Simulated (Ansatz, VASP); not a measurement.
Si: VASP beside Ansatz

Contents of POSCAR:

```
Si
1.0
    0.0000000000      2.7765474481      2.7221053413
    2.6676632345      0.0000000000      2.7221053413
    2.6676632345      2.7765474481      0.0000000000
Si
2
Direct
    0.5000000000      0.5000000000      0.5000000000
    0.7500000000      0.7500000000      0.7500000000
```

File INCAR.step1:

```
PREC = Accurate
ENCUT = 520
ISMEAR = 0
SIGMA = 0.05
LREAL = F
LASPH = T
NELM = 80
NBANDS = 11
GGA = PE
ALGO = Normal
EDIFF = 1E-4
LWAVE = T
LCHARG = F
```

INCAR.step2

```
PREC = Accurate
ENCUT = 520
EDIFF = 1E-6
ISMEAR = 0
SIGMA = 0.05
LREAL = F
LASPH = T
NELM = 80
ALGO = Normal
ISIF = 2
LWAVE = F
LCHARG = F
METAGGA = R2SCAN
LMIXTAU = T
NBANDS = 11
ISTART = 1
```

The input KPOINTS:

```
regular mesh
0
Gamma
  8 8 8
```

Input for Ansatz:

```yaml
crystal:
  lattice:
    - [0.0, 2.7765474481, 2.7221053413]
    - [2.6676632345, 0.0, 2.7221053413]
    - [2.6676632345, 2.7765474481, 0.0]
  atoms:
    - { symbol: Si, position: [0.5, 0.5, 0.5] }
    - { symbol: Si, position: [0.75, 0.75, 0.75] }
basis:
  ecutwfc: 500
kpoints:
  mp_grid: { grid: [8, 8, 8] }
hamiltonian:
  xc: r2scan
scf:
  occupations: { method: gaussian, width: 0.05 }
output:
  forces: true
  stress: true
  eigenvalues: true
```

Change from the starting cell: strain -0.0200 x Voigt [1, -1, 0, 0, 0, 0], atoms carried along.

Alike in both runs: task single point; functional r2SCAN; k mesh 8 × 8 × 8; occupations gaussian, width 0.05 eV; no spin polarisation.

|  | VASP | Ansatz |
| --- | --- | --- |
| version | VASP 6.6.1 | Ansatz 0.2.0 |
| potentials or method | VASP PAW PBE potentials, release 64 (Si), cutoff 520 eV | scalar-relativistic, plane waves, PAW |
| valence electrons in the cell | 8 | 8 |

Ansatz gave:

| Item | Value |
| --- | --- |
| gap on the k mesh at the Fermi level (eV) | 0.47 |
| least direct gap on the mesh (eV) | 2.52 |
| pressure (GPa) | 0.0 |
| traceless stress, the component that is largest in VASP (GPa) | -2.19 |

**Question.** What did VASP give for the same quantities?

**Answer.** gap on the k mesh at the Fermi level (eV): 0.49; least direct gap on the mesh (eV): 2.53; pressure (GPa): -0.2; traceless stress, the component that is largest in VASP (GPa): -2.20.

VASP's potentials were made for PBE, not for r2SCAN. With one functional, cell and mesh, what is left measures potentials, basis and numerics.
